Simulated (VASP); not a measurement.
# Si2W (I4/mmm) in VASP: notebook, part 2 of 2

VASP 6.6.1.

### Step 4. Single point, PBEsol

The input, INCAR:

```
ALGO = Fast
EDIFF = 1E-6
ENCUT = 520
GGA = PS
ISIF = 2
ISMEAR = 0
LASPH = T
LCHARG = F
LREAL = F
LWAVE = F
NBANDS = 18
NELM = 80
PREC = Accurate
SIGMA = 0.15
```

The input, KPOINTS:

```
k-points
0
Gamma
  20 20 20
```

The input, POSCAR:

```
Si2W
1.0
   -1.6012497820      1.6012497820      3.9078662611
    1.6012497820     -1.6012497820      3.9078662611
    1.6012497820      1.6012497820     -3.9078662611
Si W
2 1
Direct
    0.3344989448      0.3344989448      0.0000000000
    0.6655010552      0.6655010552      0.0000000000
    0.0000000000      0.0000000000      0.0000000000
```

Potentials or basis: VASP PAW PBE potentials, release 64 (Si, W_sv).

Launch:

```bash
$ cat potpaw_PBE.64/Si/POTCAR potpaw_PBE.64/W_sv/POTCAR > POTCAR
$ mpirun -np 1 vasp_std > vasp.out
```

OUTCAR:

```text
EDIFF = 1E-6
   ENCUT = 520
   GGA = PS
   ISIF = 2
   ISMEAR = 0
   LASPH = T
   LREAL = F
   NELM = 80
   PREC = Accurate

 ion  position               nearest neighbor table
   1  0.334  0.334  0.000-   2 2.59   3 2.61   3 2.61   3 2.61   3 2.61   3 2.61   2 2.62   2 2.62
                             2 2.62   2 2.62
   2  0.666  0.666  0.000-   1 2.59   3 2.61   3 2.61   3 2.61   3 2.61   3 2.61   1 2.62   1 2.62
                             1 2.62   1 2.62
   3  0.000  0.000  0.000-   2 2.61   2 2.61   2 2.61   1 2.61   2 2.61   1 2.61   1 2.61   1 2.61
                             1 2.61   2 2.61

  LATTYP: Found a body centered tetragonal cell.
 ALAT       =     3.2024995640
 C/A-ratio  =     2.4405100972

  Lattice vectors:

 A1 = (  -1.6012497820,   1.6012497820,   3.9078662611)
 A2 = (   1.6012497820,  -1.6012497820,   3.9078662611)
 A3 = (   1.6012497820,   1.6012497820,  -3.9078662611)

Analysis of symmetry for initial positions (statically):
=====================================================================
 Subroutine PRICEL returns:
 Original cell was already a primitive cell.

 Routine SETGRP: Setting up the symmetry group for a
 body centered tetragonal supercell.

 Subroutine GETGRP returns: Found 16 space group operations
 (whereof 16 operations were pure point group operations)
 out of a pool of 16 trial point group operations.

The static configuration has the point symmetry D_4h.

Analysis of symmetry for dynamics (positions and initial velocities):
=====================================================================
 Subroutine PRICEL returns:
 Original cell was already a primitive cell.

 Routine SETGRP: Setting up the symmetry group for a
 body centered tetragonal supercell.

 Subroutine GETGRP returns: Found 16 space group operations
 (whereof 16 operations were pure point group operations)
 out of a pool of 16 trial point group operations.

[... 120 lines left out ...]
   IMIX   =      4    mixing-type and parameters
     AMIX     =   0.40;   BMIX     =  1.00
     AMIX_MAG =   1.60;   BMIX_MAG =  1.00
  volume/ion in A,a.u.               =      13.36        90.16
  Fermi-wavevector in a.u.,A,eV,Ry     =   1.340427  2.533039 24.446187  1.796744
  Thomas-Fermi vector in A             =   2.468741
   LORBIT       =      0    0 simple, 1 ext, 2 COOP (PROOUT), +10 PAW based schemes
   GGA     = PS    functional components
   LHFCALC =     F    Hartree Fock is set to
   AEXX    =    0.0000 exact exchange contribution
   IVDW    =     0    specifies the selected vdW correction
   LEPSILON=     F    determine dielectric tensor
   LRPA    =     F    only Hartree local field effects (RPA)
 non-spin polarized calculation
 RMM-DIIS sequential band-by-band and
 Gauss-broadening in eV      SIGMA  =   0.15
  energy-cutoff  :      520.00
  volume of cell :       40.08
 maximum number of plane-waves:      1104
 NGX is ok and might be reduce to    36
   NGX = 17   NGY = 17   NGZ = 17

 number of electron      21.9999999 magnetization

 Free energy of the ion-electron system (eV)
  ---------------------------------------------------
  ext. energy  EPLUGINS =         0.00000000
  ---------------------------------------------------
  free energy    TOTEN  =       -26.64116588 eV

  energy without entropy =      -26.63852706  energy(sigma->0) =      -26.63984647

 E-fermi :  11.9767     XC(G=0): -12.6486

 val. band max:       11.9690656579   @ k =  -0.4000  -0.4500   0.4000
 cond. band min:      11.9808978689   @ k =  -0.1500  -0.2500   0.1500
 fundamental gap:      0.0118322110
 Fermi energy:        11.9766663220

 k-point     1 :       0.0000    0.0000    0.0000
  band No.  band energies     occupation
      1     -61.7984      2.00000
      2     -26.0741      2.00000
      3     -26.0439      2.00000
      4     -26.0439      2.00000
      5      -2.1588      2.00000
      6       5.0683      2.00000
[... 481 lines left out ...]
      5       0.0015      2.00000
      6       4.0444      2.00000
[... 10 lines left out ...]
     17      19.2970      0.00000
     18      21.1144      0.00000

 [... further k-points ...]

------------------------ aborting loop because EDIFF is reached ----------------------------------------

  FORCE on cell =-STRESS in cart. coord.  units (eV):
  Direction    XX          YY          ZZ          XY          YZ          ZX
  --------------------------------------------------------------------------------------
  -------------------------------------------------------------------------------------
  Total        0.0952553      0.0952553      0.0833526      0.0000000     -0.0000000     -0.0000000
  in kB        3.8078699      3.8078699      3.3320517      0.0000000     -0.0000000     -0.0000000
  external PRESSURE =       3.6492638 kB  Pullay stress =       0.0000000 kB

 VOLUME and BASIS-vectors are now :
 -----------------------------------------------------------------------------
  energy-cutoff  :      520.00
  volume of cell :       40.08
      direct lattice vectors                 reciprocal lattice vectors
    -1.601249782  1.601249782  3.907866261     0.000000000  0.312256092  0.127947060
     1.601249782 -1.601249782  3.907866261     0.312256092  0.000000000  0.127947060
     1.601249782  1.601249782 -3.907866261     0.312256092  0.312256092  0.000000000

 POSITION                                       TOTAL-FORCE (eV/Angst)
 -----------------------------------------------------------------------------------
      0.00000      0.00000      2.61435        -0.000000     -0.000000     -0.001539
      0.00000      0.00000      5.20138         0.000000      0.000000      0.001539
      0.00000      0.00000      0.00000        -0.000000     -0.000000      0.000000
 -----------------------------------------------------------------------------------
    total drift:                                0.000000     -0.000000     -0.000000

  FREE ENERGIE OF THE ION-ELECTRON SYSTEM (eV)
  ---------------------------------------------------
  free  energy   TOTEN  =       -26.6411658751 eV

  energy  without entropy=      -26.6385270570  energy(sigma->0) =      -26.63984647
```

stdout:

```text
POSCAR found type information on POSCAR SiW
 POSCAR found :  2 types and       3 ions
 scaLAPACK will be used
 -----------------------------------------------------------------------------
|                                                                             |
|                                                                             |
|     You enforced a specific xc type in the INCAR file but a different       |
|     I HOPE YOU KNOW WHAT YOU ARE DOING!                                     |
|                                                                             |
 -----------------------------------------------------------------------------

 LDA part: xc-table for (Slater+PW92), standard interpolation
 POSCAR, INCAR and KPOINTS ok, starting setup
 FFT: planning ... GRIDC
 FFT: planning ... GRID_SOFT
 FFT: planning ... GRID
 WAVECAR not read
 entering main loop
WARNING in EDDRMM: call to ZHEGV failed, returncode =   8  4     17
```

Run time: 21 min. Hardware: 1 thread of Oxide Virtual Turin-like, shared host; peak memory 0.53 GiB.

Results:

| Property | Result |
| --- | --- |
| Free energy | -26.6412 eV |
| Pressure | 0.4 GPa |
| Band gap on the k mesh | zero (bands 11 and 12 overlap by 1.32 eV) |

Levels at points of the mesh, in eV from the Fermi level:
```
           k point  band 8  band 9  band 10  band 11  band 12  band 13  band 14  band 15
(0.00, 0.00, 0.00)   -3.39   -2.85    -2.85     0.64     2.83     2.88     3.14     3.14
(0.50, 0.00, 0.00)   -4.86   -2.80    -2.80    -0.44     2.74     2.83     3.97     4.49
(0.50, 0.50, 0.00)   -5.46   -5.04    -3.29    -1.74     2.84     3.01     3.17     3.92
(0.50, 0.50, 0.50)   -2.61   -0.81    -0.81    -0.50    -0.50     0.82     4.54     5.00
```

Caveat: the PAW data sets were made with another functional, which shifts forces and pressure a little; spin-orbit coupling is left out, which moves the levels of the heavy elements.

### Step 5. Single point, PBEsol

The input, INCAR:

```
  ALGO = Fast
  EDIFF = 1E-6
  ENCUT = 520
  GGA = PS
  ISIF = 2
  ISMEAR = 0
  LASPH = True
  LCHARG = True
  LELF = True
  LREAL = False
  LVHAR = True
  LWAVE = False
  NBANDS = 18
  NELM = 60
  PREC = Accurate
  SIGMA = 0.15
```

The input, KPOINTS:

```
k-points
0
Gamma
  24 24 24
```

POSCAR is that of step 4.

Potentials or basis: VASP PAW PBE potentials, release 64 (Si, W_sv).

Launch:

```bash
$ cat potpaw_PBE.64/Si/POTCAR potpaw_PBE.64/W_sv/POTCAR > POTCAR
$ mpirun -np 1 vasp_std > vasp.out
```

OUTCAR:

```text
EDIFF = 1E-6
   ENCUT = 520
   GGA = PS
   ISIF = 2
   ISMEAR = 0
   LASPH = True
   LREAL = False
   NELM = 60
   PREC = Accurate

 ion  position               nearest neighbor table
   1  0.334  0.334  0.000-   2 2.59   3 2.61   3 2.61   3 2.61   3 2.61   3 2.61   2 2.62   2 2.62
                             2 2.62   2 2.62
   2  0.666  0.666  0.000-   1 2.59   3 2.61   3 2.61   3 2.61   3 2.61   3 2.61   1 2.62   1 2.62
[... 706 lines left out ...]

  FORCE on cell =-STRESS in cart. coord.  units (eV):
  Direction    XX          YY          ZZ          XY          YZ          ZX
  --------------------------------------------------------------------------------------
  -------------------------------------------------------------------------------------
  Total        0.0924879      0.0924879      0.0895167      0.0000000     -0.0000000     -0.0000000
  in kB        3.6972413      3.6972413      3.5784652      0.0000000     -0.0000000     -0.0000000
  external PRESSURE =       3.6576492 kB  Pullay stress =       0.0000000 kB

 VOLUME and BASIS-vectors are now :
 -----------------------------------------------------------------------------
  energy-cutoff  :      520.00
  volume of cell :       40.08
      direct lattice vectors                 reciprocal lattice vectors
    -1.601249782  1.601249782  3.907866261     0.000000000  0.312256092  0.127947060
     1.601249782 -1.601249782  3.907866261     0.312256092  0.000000000  0.127947060
     1.601249782  1.601249782 -3.907866261     0.312256092  0.312256092  0.000000000

 POSITION                                       TOTAL-FORCE (eV/Angst)
 -----------------------------------------------------------------------------------
      0.00000      0.00000      2.61435         0.000000      0.000000     -0.005253
      0.00000      0.00000      5.20138        -0.000000     -0.000000      0.005253
      0.00000      0.00000      0.00000        -0.000000     -0.000000     -0.000000
 -----------------------------------------------------------------------------------
    total drift:                                0.000000     -0.000000     -0.000000

  FREE ENERGIE OF THE ION-ELECTRON SYSTEM (eV)
  ---------------------------------------------------
  free  energy   TOTEN  =       -26.6411308208 eV

  energy  without entropy=      -26.6383607862  energy(sigma->0) =      -26.63974580
```

stdout:

```text
POSCAR found type information on POSCAR SiW
 POSCAR found :  2 types and       3 ions
 scaLAPACK will be used
 -----------------------------------------------------------------------------
|                                                                             |
|                                                                             |
|     You enforced a specific xc type in the INCAR file but a different       |
|     I HOPE YOU KNOW WHAT YOU ARE DOING!                                     |
|                                                                             |
 -----------------------------------------------------------------------------

 LDA part: xc-table for (Slater+PW92), standard interpolation
 POSCAR, INCAR and KPOINTS ok, starting setup
 FFT: planning ... GRIDC
 FFT: planning ... GRID_SOFT
 FFT: planning ... GRID
 WAVECAR not read
 entering main loop
WARNING in EDDRMM: call to ZHEGV failed, returncode =   8  4     18
WARNING in EDDRMM: call to ZHEGV failed, returncode =   8  4     18
WARNING in EDDRMM: call to ZHEGV failed, returncode =   6  3     18
WARNING in EDDRMM: call to ZHEGV failed, returncode =   8  4     17
```

It took 33 min on 1 thread of Oxide Virtual Turin-like, shared host; peak memory 0.77 GiB.

Results:

- Free energy: -26.6411 eV
- Pressure: 0.4 GPa
- Largest force: 0.005 eV/Å
- Band gap on the k mesh: zero (bands 11 and 12 overlap by 1.33 eV)

Forces in eV/Å, atoms in the order of the input:
```
Si   0.000  0.000 -0.005
Si   0.000  0.000  0.005
W    0.000  0.000  0.000
```

Caveat: the PAW data sets were made with another functional, which shifts forces and pressure a little; spin-orbit coupling is left out, which moves the levels of the heavy elements.
